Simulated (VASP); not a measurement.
Here is a VASP 6.6.1 calculation.

INCAR

```
SYSTEM = Al
ALGO     = Normal         ! electronic algorithm
EDIFF    = 1E-6           ! SCF threshold, eV
ENCUT    = 500            ! plane-wave cutoff, eV
GGA      = PE             ! functional
GGA_COMPAT= .False.      
ISIF     = 2              ! what is computed and relaxed
ISMEAR   = 1              ! smearing method
ISYM     = 0            
LASPH    = .True.         ! aspherical terms in the spheres
LCHARG   = .True.         ! write CHGCAR
LELF     = .True.         ! ELF
LREAL    = .False.        ! projectors in reciprocal space
LVHAR    = .True.       
LWAVE    = .False.        ! write WAVECAR
NBANDS   = 8              ! bands
NELM     = 120            ! most SCF steps
PREC     = Accurate       ! precision mode
SIGMA    = 0.06802846561497 ! smearing width, eV
```

The input KPOINTS:

```
Automatic mesh
0
Gamma
  4 4 4
  0 0 0.5
```

File POSCAR:

```
Al
1.0
    0.0000000000      2.0194648466      2.0194648466
    2.0194648466      0.0000000000      2.0194648466
    2.0194648466      2.0194648466      0.0000000000
Al
1
Direct
    0.0000000000      0.0000000000      0.0000000000
```

Potentials or basis: VASP PAW PBE potentials, release 64 (Al).

The run is started by

```sh
$ cat potpaw_PBE.64/Al/POTCAR > POTCAR
$ mpirun -np 1 vasp_std > vasp.out
```

(1) What does it give for the pressure?

Results:

(1) 0.4 GPa.

Caveat: the k points lie up to 0.67 Å⁻¹ apart.
